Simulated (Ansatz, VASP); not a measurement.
**Sb5Se: VASP beside Ansatz**

```
Sb Se
1.0
     0.00000    4.38984    4.38984
     4.38984    0.00000    4.38984
     4.38984    4.38984    0.00000
Sb Se
5 1
Direct
  0.75000 0.75000 0.75000
  0.37416 0.37416 0.87753
  0.37416 0.87753 0.37416
  0.37416 0.37416 0.37416
  0.87753 0.37416 0.37416
  0.00000 0.00000 0.00000
```

Change from the starting cell: species swapped into the Be5Pd type (F-43m, No. 216).

Alike in both runs: task relaxation of cell and atoms; functional PBE; k mesh 8 × 8 × 8; occupations gaussian, width 0.1 eV; no spin polarisation.

|  | VASP | Ansatz |
| --- | --- | --- |
| version | VASP 6.6.1 | Ansatz 0.2.0 |
| potentials or method | VASP PAW PBE potentials, release 64 (Sb, Se), cutoff 600 eV | scalar-relativistic, plane waves, PAW |
| valence electrons in the cell | 31 | 91 |

|  | VASP | Ansatz | Ansatz less VASP |
| --- | --- | --- | --- |
| gap on the k mesh at the Fermi level, each at its own relaxed structure (eV) | none | none | - |
| relaxed volume (Å³/atom) | 27.99 | 28.05 | +0.058 |
| relaxed length of the cell vector where the two differ most in proportion (Å) | 6.193 | 6.197 | +0.0043 |

A gap of «none» marks a metal or a gap that the smearing closes. VASP's potentials hold 31 valence electrons a cell and Ansatz's 91, so a difference there can come from the potentials and not from the codes.

Neither program's run includes spin-orbit coupling. Noted on VASP's run: too few bands were computed for a metal, which touches its energy and stress.
